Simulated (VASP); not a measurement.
# AlCu5 (P-62m) in VASP: further runs

The runs below take AlCu5 through single point, relaxation of cell and atoms, with PBE.

Program: VASP 6.6.1. These are calculated values, not measurements. Logs are shortened: lines on timing, memory, paths and dates and some standing lists are left out, and cuts for length are marked.

## Step 1: The cell of the first run

Symmetry: P-62m, No. 189, hexagonal system. The conventional cell has a = 4.487 Å, b = 4.487 Å, c = 4.238 Å, α = 90.00°, β = 90.00°, γ = 120.00°. Within 3.4 Å of Al (site symmetry -62m) lie 12 Cu at 2.59 Å. Cu (site symmetry m2m) has 10 Cu at 2.59 Å and 2 Al at 2.59 Å within 3.4 Å. Within 3.4 Å of Cu (site symmetry -6) lie 3 Al at 2.59 Å and 9 Cu at 2.59 Å.

## Step 2: Single point, PBE

Contents of INCAR:

```
PREC     = Accurate       # precision mode
ENCUT    = 520            # plane-wave cutoff, eV
EDIFF    = 1E-7           # SCF threshold, eV
ISMEAR   = 0              # smearing method
SIGMA    = 0.1            # smearing width, eV
LREAL    = F              # projectors in reciprocal space
LASPH    = T              # aspherical terms in the spheres
NELM     = 100            # most SCF steps
ALGO     = Fast           # electronic algorithm
ISIF     = 2              # what is computed and relaxed
LWAVE    = F              # write WAVECAR
LCHARG   = T              # write CHGCAR
GGA      = PE             # functional
LELF     = T              # ELF
LVHAR    = T            
NBANDS   = 38             # bands
```

Contents of KPOINTS:

```
regular mesh
0
Gamma
  6 6 4
```

Contents of POSCAR:

```
AlCu5
1.0
    4.4873947966     -0.0000000026      0.0000000000
   -2.2436973960      3.8861978920      0.0000000000
    0.0000000000      0.0000000000      4.2380549008
Al Cu
1 5
Direct
    0.0000000000      0.0000000000      0.5000000000
    0.6664582174      0.0000000000      0.0000000000
    0.0000000000      0.6664582174      0.0000000000
    0.3335417826      0.3335417826      0.0000000000
    0.3333333333      0.6666666667      0.5000000000
    0.6666666667      0.3333333333      0.5000000000
```

Potentials or basis: VASP PAW PBE potentials, release 64 (Al, Cu).

Command:

```console
cat potpaw_PBE.64/Al/POTCAR potpaw_PBE.64/Cu/POTCAR > POTCAR
mpirun -np 1 vasp_std > vasp.out
```

OUTCAR:

```text
PREC = Accurate
   ENCUT = 520
   EDIFF = 1E-7
   ISMEAR = 0
   LREAL = F
   LASPH = T
   NELM = 100
   ISIF = 2
   GGA = PE

 ion  position               nearest neighbor table
   1  0.000  0.000  0.500-   5 2.59   6 2.59   6 2.59   5 2.59   6 2.59   5 2.59   2 2.59   2 2.59
                             3 2.59   3 2.59   4 2.59   4 2.59
   2  0.666  0.000  0.000-   4 2.59   3 2.59   4 2.59   3 2.59   3 2.59   4 2.59   6 2.59   6 2.59
                             5 2.59   5 2.59   1 2.59   1 2.59
   3  0.000  0.666  0.000-   4 2.59   4 2.59   2 2.59   2 2.59   2 2.59   4 2.59   5 2.59   5 2.59
                             6 2.59   6 2.59   1 2.59   1 2.59
   4  0.334  0.334  0.000-   3 2.59   2 2.59   3 2.59   2 2.59   2 2.59   3 2.59   6 2.59   6 2.59
                             5 2.59   5 2.59   1 2.59   1 2.59
   5  0.333  0.667  0.500-   1 2.59   6 2.59   6 2.59   1 2.59   1 2.59   6 2.59   3 2.59   3 2.59
                             2 2.59   2 2.59   4 2.59   4 2.59
   6  0.667  0.333  0.500-   1 2.59   5 2.59   5 2.59   1 2.59   1 2.59   5 2.59   2 2.59   2 2.59
                             3 2.59   3 2.59   4 2.59   4 2.59

  LATTYP: Found a hexagonal cell.
 ALAT       =     4.4873947966
 C/A-ratio  =     0.9444354894

  Lattice vectors:

 A1 = (   4.4873947966,  -0.0000000026,   0.0000000000)
 A2 = (  -2.2436973960,   3.8861978920,   0.0000000000)
 A3 = (   0.0000000000,   0.0000000000,   4.2380549008)

Analysis of symmetry for initial positions (statically):
=====================================================================
 Subroutine PRICEL returns:
 Original cell was already a primitive cell.

 Routine SETGRP: Setting up the symmetry group for a
 hexagonal supercell.

 Subroutine GETGRP returns: Found 12 space group operations
 (whereof 12 operations were pure point group operations)
 out of a pool of 24 trial point group operations.

The static configuration has the point symmetry D_3h.

Analysis of symmetry for dynamics (positions and initial velocities):
=====================================================================
 Subroutine PRICEL returns:
 Original cell was already a primitive cell.

 Routine SETGRP: Setting up the symmetry group for a
 hexagonal supercell.

 Subroutine GETGRP returns: Found 12 space group operations
 (whereof 12 operations were pure point group operations)
 out of a pool of 24 trial point group operations.

The dynamic configuration has the point symmetry D_3h.

 Subroutine INISYM returns: Found 12 space group operations
 (whereof 12 operations are pure point group operations),
 and found     1 'primitive' translations

----------------------------------------------------------------------------------------

                                     Primitive cell

  volume of cell :      73.9070

  direct lattice vectors                    reciprocal lattice vectors
     4.487394797 -0.000000003  0.000000000     0.222846450  0.128660458  0.000000000
    -2.243697396  3.886197892  0.000000000     0.000000000  0.257320916  0.000000000
     0.000000000  0.000000000  4.238054901     0.000000000  0.000000000  0.235957302

  length of vectors
     4.487394797  4.487394797  4.238054901     0.257320916  0.257320916  0.235957302

  position of ions in fractional coordinates (direct lattice)
     0.000000000  0.000000000  0.500000000
     0.666458217  0.000000000  0.000000000
     1.000000000  0.666458217  0.000000000
     0.333541783  0.333541783  0.000000000
     0.333333333  0.666666667  0.500000000
     0.666666667  0.333333333  0.500000000

  ion indices of the primitive-cell ions
   primitive index   ion index
                 1           1
                 2           2
                 3           3
                 4           4
                 5           5
                 6           6

----------------------------------------------------------------------------------------

 KPOINTS: regular mesh

Automatic generation of k-mesh.
 Grid dimensions read from file:
 generate k-points for:    6    6    4

 Generating k-lattice:

  Cartesian coordinates                     Fractional coordinates (reciprocal lattice)
     0.037141075  0.021443410  0.000000000     0.166666667 -0.000000000  0.000000000
     0.000000000  0.042886819  0.000000000     0.000000000  0.166666667  0.000000000
     0.000000000  0.000000000  0.058989325     0.000000000  0.000000000  0.250000000

  Length of vectors
     0.042886819  0.042886819  0.058989325

  Shift w.r.t. Gamma in fractional coordinates (k-lattice)
     0.000000000  0.000000000  0.000000000

 Subroutine IBZKPT returns following result:
 ===========================================

 Found     21 irreducible k-points:

 Following reciprocal coordinates:
            Coordinates               Weight
  0.000000  0.000000  0.000000      1.000000
  0.166667  0.000000  0.000000      6.000000
  0.333333  0.000000  0.000000      6.000000
  0.500000  0.000000  0.000000      3.000000
[... 39 lines left out ...]
   EFERMI_NEDOS =   21; number of points for ismear=-14 and -15
   IALGO  =     68    algorithm
   IMIX   =      4    mixing-type and parameters
     AMIX     =   0.40;   BMIX     =  1.00
     AMIX_MAG =   1.60;   BMIX_MAG =  1.00
  volume/ion in A,a.u.               =      12.32        83.12
  Fermi-wavevector in a.u.,A,eV,Ry     =   1.510042  2.853565 31.024352  2.280226
  Thomas-Fermi vector in A             =   2.620284
   LORBIT       =      0    0 simple, 1 ext, 2 COOP (PROOUT), +10 PAW based schemes
   GGA     = PE    functional components
   LHFCALC =     F    Hartree Fock is set to
   AEXX    =    0.0000 exact exchange contribution
   IVDW    =     0    specifies the selected vdW correction
   LEPSILON=     F    determine dielectric tensor
   LRPA    =     F    only Hartree local field effects (RPA)
 non-spin polarized calculation
 RMM-DIIS sequential band-by-band and
 Gauss-broadening in eV      SIGMA  =   0.10
  energy-cutoff  :      520.00
  volume of cell :       73.91
 maximum number of plane-waves:      2020
 NGX is ok and might be reduce to    36
   NGX = 17   NGY = 17   NGZ = 15

 number of electron      58.0000059 magnetization

 Free energy of the ion-electron system (eV)
  ---------------------------------------------------
  ext. energy  EPLUGINS =         0.00000000
  ---------------------------------------------------
  free energy    TOTEN  =       -23.15986072 eV

  energy without entropy =      -23.14737270  energy(sigma->0) =      -23.15361671

 E-fermi :   8.1072     XC(G=0): -12.2999

 val. band max:        7.9901479771   @ k =   0.1667   0.1667   0.0000
 cond. band min:       8.1270794658   @ k =   0.3333   0.3333   0.2500
 fundamental gap:      0.1369314887
 Fermi energy:         8.1071822134

 k-point     1 :       0.0000    0.0000    0.0000
  band No.  band energies     occupation
      1      -2.0707      2.00000
      2       2.7441      2.00000
      3       3.3923      2.00000
      4       3.3923      2.00000
      5       3.7877      2.00000
      6       3.7877      2.00000
[... 30 lines left out ...]
     37      16.3272      0.00000
     38      16.5702      0.00000

 k-point     2 :       0.1667    0.0000    0.0000
  band No.  band energies     occupation
      1      -1.7889      2.00000
      2       2.8490      2.00000
      3       3.0883      2.00000
      4       3.3703      2.00000
      5       3.6998      2.00000
      6       3.7883      2.00000
[... 30 lines left out ...]
     37      15.3652      0.00000
     38      15.7616      0.00000

 k-point     3 :       0.3333    0.0000    0.0000
  band No.  band energies     occupation
      1      -0.9705      2.00000
      2       1.8998      2.00000
      3       3.1030      2.00000
      4       3.3467      2.00000
      5       3.5666      2.00000
      6       3.6253      2.00000
[... 30 lines left out ...]
     37      14.8295      0.00000
[... 658 lines left out ...]
 k-point    20 :       0.3333    0.1667    0.5000
  band No.  band energies     occupation
      1       1.1560      2.00000
      2       1.9413      2.00000
      3       2.3591      2.00000
      4       3.0246      2.00000
      5       3.0659      2.00000
      6       3.2234      2.00000
[... 30 lines left out ...]
     37      18.5838      0.00000
     38      18.7092      0.00000

 k-point    21 :       0.3333    0.3333    0.5000
  band No.  band energies     occupation
      1       1.5049      2.00000
      2       2.3095      2.00000
      3       2.5855      2.00000
      4       2.5855      2.00000
      5       3.0131      2.00000
      6       3.0131      2.00000
[... 30 lines left out ...]
     37      15.9910      0.00000
     38      19.5758      0.00000

------------------------ aborting loop because EDIFF is reached ----------------------------------------

  FORCE on cell =-STRESS in cart. coord.  units (eV):
  Direction    XX          YY          ZZ          XY          YZ          ZX
  --------------------------------------------------------------------------------------
  -------------------------------------------------------------------------------------
  Total        0.1521436      0.1521436      0.2351687      0.0000000     -0.0000000      0.0000000
  in kB        3.2982107      3.2982107      5.0980522      0.0000000     -0.0000000      0.0000000
  external PRESSURE =       3.8981579 kB  Pullay stress =       0.0000000 kB

 VOLUME and BASIS-vectors are now :
 -----------------------------------------------------------------------------
  energy-cutoff  :      520.00
  volume of cell :       73.91
      direct lattice vectors                 reciprocal lattice vectors
     4.487394797 -0.000000003  0.000000000     0.222846450  0.128660458  0.000000000
    -2.243697396  3.886197892  0.000000000     0.000000000  0.257320916  0.000000000
     0.000000000  0.000000000  4.238054901     0.000000000  0.000000000  0.235957302

 POSITION                                       TOTAL-FORCE (eV/Angst)
 -----------------------------------------------------------------------------------
      0.00000      0.00000      2.11903        -0.000000     -0.000000      0.000000
      2.99066     -0.00000      0.00000         0.003189     -0.000000      0.000000
     -1.49533      2.58999      0.00000        -0.001594      0.002761     -0.000000
      0.74837      1.29621      0.00000        -0.001594     -0.002761      0.000000
      0.00000      2.59080      2.11903        -0.000000      0.000000      0.000000
      2.24370      1.29540      2.11903        -0.000000      0.000000      0.000000
 -----------------------------------------------------------------------------------
    total drift:                               -0.000000     -0.000001     -0.000000

  FREE ENERGIE OF THE ION-ELECTRON SYSTEM (eV)
  ---------------------------------------------------
  free  energy   TOTEN  =       -23.1598607166 eV

  energy  without entropy=      -23.1473727036  energy(sigma->0) =      -23.15361671
```

It took 65 s on 1 thread of Intel Xeon 6975P-C, shared host; peak memory 0.21 GiB.

Results:

```yaml
Free_energy: -23.1599 eV
Pressure: 0.4 GPa
Largest_force: 0.003 eV/Å
Band_gap_on_the_k_mesh: zero (band 29 reaches 10.53 eV, above the bottom of band 30 at 6.25 eV)
```

Forces in eV/Å, atoms in the order of the input:
```
Al   0.000  0.000  0.000
Cu   0.003  0.000  0.000
Cu  -0.002  0.003  0.000
Cu  -0.002 -0.003  0.000
Cu   0.000  0.000  0.000
Cu   0.000  0.000  0.000
```

Levels at points of the mesh, in eV from the Fermi level:
```tsv
k point	band 25	band 26	band 27	band 28	band 29	band 30	band 31	band 32	band 33	band 34
(0.00, 0.00, 0.00)	-2.22	-2.22	-2.09	1.30	1.41	1.41	1.67	1.67	2.01	2.71
(0.50, 0.00, 0.00)	-2.31	-2.14	-1.99	-1.25	0.16	1.91	2.03	2.54	3.59	5.93
(0.00, 0.00, 0.50)	-2.25	-2.25	-2.22	1.78	1.78	2.73	3.18	3.18	3.53	3.98
(0.50, 0.00, 0.50)	-2.15	-2.12	-1.98	-1.93	-1.93	-1.11	-0.24	2.70	3.37	8.87
```

Caveat: the k points lie up to 0.37 Å⁻¹ apart.

## Step 3: Single point, PBE

This run uses another cell than the first one, of 15.29 Å³/atom, 1.241 times its volume.

Contents of INCAR:

```
SYSTEM = AlCu5
PREC = Accurate ; ENCUT = 520
EDIFF = 1E-7 ; ISMEAR = 0
SIGMA = 0.1 ; LREAL = .False.
LASPH = .True. ; NELM = 100
ALGO = Normal ; ISIF = 2
LWAVE = .False. ; LCHARG = .False.
GGA = PE ; NBANDS = 38
```

Contents of KPOINTS:

```
Automatic mesh
0
Gamma
  6 6 4
  0 0 0
```

Contents of POSCAR:

```
AlCu5
1.0
    4.8942106100      0.0000000000      0.0000000000
   -2.4471053000      4.2385107200      0.0000000000
    0.0000000000      0.0000000000      4.4216633600
Al Cu
1 5
Direct
    0.0000000000      0.0000000000      0.5000000000
    0.6605330100      0.0000000000      0.0000000000
    0.0000000000      0.6605330100      0.0000000000
    0.3394669900      0.3394669900      0.0000000000
    0.3333333300      0.6666666700      0.5000000000
    0.6666666700      0.3333333300      0.5000000000
```

Potentials or basis: VASP PAW PBE potentials, release 64 (Al, Cu).

Command:

```console
cat potpaw_PBE.64/Al/POTCAR potpaw_PBE.64/Cu/POTCAR > POTCAR
mpirun -np 1 vasp_std > vasp.out
```

Run time: 76 s. Hardware: 1 thread of Intel Xeon 6975P-C, shared host; peak memory 0.23 GiB.

Results (log left out):

| Item | Value |
| --- | --- |
| Free energy | -22.0168 eV |
| Pressure | -16.5 GPa |
| Largest force | 0.106 eV/Å |
| Band gap on the k mesh | zero (band 29 reaches 7.97 eV, above the bottom of band 30 at 4.13 eV) |

Forces in eV/Å, atoms in the order of the input:
```
Al   0.000  0.000  0.000
Cu   0.106  0.000  0.000
Cu  -0.053  0.092  0.000
Cu  -0.053 -0.092  0.000
Cu   0.000  0.000  0.000
Cu   0.000  0.000  0.000
```

Stress tensor (GPa, compression positive):
```
-16.99   0.00   0.00
  0.00 -16.99   0.00
  0.00   0.00 -15.64
```

Levels at points of the mesh, in eV from the Fermi level:
```tsv
k point	band 26	band 27	band 28	band 29	band 30	band 31	band 32	band 33
(0.00, 0.00, 0.00)	-1.84	-1.11	0.61	1.04	1.04	1.30	1.30	1.84
(0.50, 0.00, 0.00)	-1.78	-1.77	-1.05	-0.12	1.86	2.23	2.42	3.38
(0.00, 0.00, 0.50)	-1.90	-1.89	1.56	1.56	2.30	2.65	2.87	2.87
(0.50, 0.00, 0.50)	-1.78	-1.76	-1.64	-1.60	-0.76	0.05	1.92	2.51
```

## Step 4: Relaxation of cell and atoms, PBE

This run uses another cell than the first one, of 15.29 Å³/atom, 1.241 times its volume.

Contents of INCAR:

```
SYSTEM = AlCu5
PREC     = Accurate       ! precision mode
ENCUT    = 600            ! plane-wave cutoff, eV
EDIFF    = 1E-7           ! SCF threshold, eV
ISMEAR   = 0              ! smearing method
SIGMA    = 0.1            ! smearing width, eV
LREAL    = .False.        ! projectors in reciprocal space
LASPH    = .True.         ! aspherical terms in the spheres
NELM     = 80             ! most SCF steps
ALGO     = Fast           ! electronic algorithm
ISIF     = 3              ! what is computed and relaxed
LWAVE    = .False.        ! write WAVECAR
LCHARG   = .False.        ! write CHGCAR
GGA      = PE             ! functional
IBRION   = 2              ! ionic algorithm
NSW      = 90             ! ionic steps
EDIFFG   = -0.04          ! ionic threshold
```

Contents of KPOINTS:

```
regular mesh
0
Gamma
  6 6 4
  0 0 0
```

POSCAR is that of step 3.

Command:

```console
cat potpaw_PBE.64/Al/POTCAR potpaw_PBE.64/Cu/POTCAR > POTCAR
mpirun -np 1 vasp_std > vasp.out
```

Wall time 22 min (1 thread of Intel Xeon 6975P-C, shared host); peak memory 0.29 GiB.

The run converged. Its results:

```
Free energy                            : -23.1677 eV
Relaxed volume                         : 12.36 Å³/atom
Relaxed cell                           : a = 4.491 Å, b = 4.491 Å, c = 4.246 Å, α = 90.00°, β = 90.00°, γ = 120.00°
Space group after relaxing (to 0.05 Å) : P-62m (No. 189)
Energy gained by relaxing              : 191.8 meV/atom
Ionic steps                            : 14
Pressure after relaxing                : 0.0 GPa
Largest force after relaxing           : 0.032 eV/Å
Band gap on the k mesh                 : zero (band 29 reaches 10.48 eV, above the bottom of band 30 at 6.21 eV)
```

Forces on the atoms (eV/Å):
```
Al   0.000  0.000  0.000
Cu   0.032  0.000  0.000
Cu  -0.016  0.028  0.000
Cu  -0.016 -0.028  0.000
Cu   0.000  0.000  0.000
Cu   0.000  0.000  0.000
```

Step by step:
| step | energy change (eV) | largest force (eV/Å) | pressure (GPa) | volume (Å³) |
| --- | --- | --- | --- | --- |
| 1 | 0.0000 | 0.1056 | -16.51 | 91.72 |
| 2 | -0.0618 | 0.1128 | 9.49 | 72.36 |
| 3 | -0.7837 | 0.1256 | -11.11 | 82.86 |
| 4 | -1.0843 | 0.1453 | -3.74 | 76.68 |
| 5 | -1.1082 | 0.1511 | -1.73 | 75.36 |
| 6 | -1.1144 | 0.1557 | -0.07 | 74.39 |
| 7 | -1.1143 | 0.1571 | 0.52 | 74.07 |
| 8 | -1.1366 | 0.1149 | 0.49 | 73.93 |
| 9 | -1.1229 | 0.0772 | 1.52 | 73.42 |
| 10 | -1.1490 | 0.0619 | 0.67 | 73.76 |
| 11 | -1.1497 | 0.0411 | 0.84 | 73.71 |
| 12 | -1.1497 | 0.0450 | 0.78 | 73.72 |
| 13 | -1.1502 | 0.0220 | -0.65 | 74.51 |
| 14 | -1.1509 | 0.0323 | -0.02 | 74.16 |

Final structure:
```
Al Cu
1.0
     4.49062    0.00000    0.00000
    -2.24531    3.88899    0.00000
     0.00000    0.00000    4.24648
Al Cu
1 5
Direct
  0.00000 0.00000 0.50000
  0.66568 0.00000 0.00000
  0.00000 0.66568 0.00000
  0.33432 0.33432 0.00000
  0.33333 0.66667 0.50000
  0.66667 0.33333 0.50000
```

Levels at points of the mesh, in eV from the Fermi level:
```csv
k point,band 27,band 28,band 29,band 30,band 31,band 32
"(0.00, 0.00, 0.00)",-2.09,1.31,1.42,1.42,1.67,1.67
"(0.50, 0.00, 0.00)",-1.98,-1.24,0.16,1.91,2.02,2.52
"(0.00, 0.00, 0.50)",-2.21,1.79,1.79,2.75,3.17,3.17
"(0.50, 0.00, 0.50)",-1.97,-1.93,-1.92,-1.10,-0.23,2.69
```

Caveat: the volume moved by over 15 % at a fixed basis, so the end points are rough.

## Step 5: Overview

| task | cell | cutoff (eV) | gap on the mesh (eV) | pressure (GPa) | largest force (eV/Å) |
| --- | --- | --- | --- | --- | --- |
| single point | a = 4.487, b = 4.487, c = 4.238 Å, angles 90.0, 90.0, 120.0°, 6 atoms | 520 | none | 0.4 | - |
| single point | a = 4.894, b = 4.894, c = 4.422 Å, angles 90.0, 90.0, 120.0°, 6 atoms | 520 | none | -16.5 | 0.11 |
| relaxation of cell and atoms | relaxed from a = 4.894, b = 4.894, c = 4.422 Å, angles 90.0, 90.0, 120.0°, 6 atoms | 600 | none | 0.0 | 0.03 |

Alike in all rows: level PBE; potentials or basis VASP PAW PBE potentials, release 64 (Al, Cu); no spin polarisation; k mesh 6 × 6 × 4; smearing gaussian 0.1 eV.

Caveats: some runs use coarse meshes; the volume moved by over 15 % at a fixed basis, so the end points are rough (some runs).

Absolute energies hang on the potentials; compare differences alone.
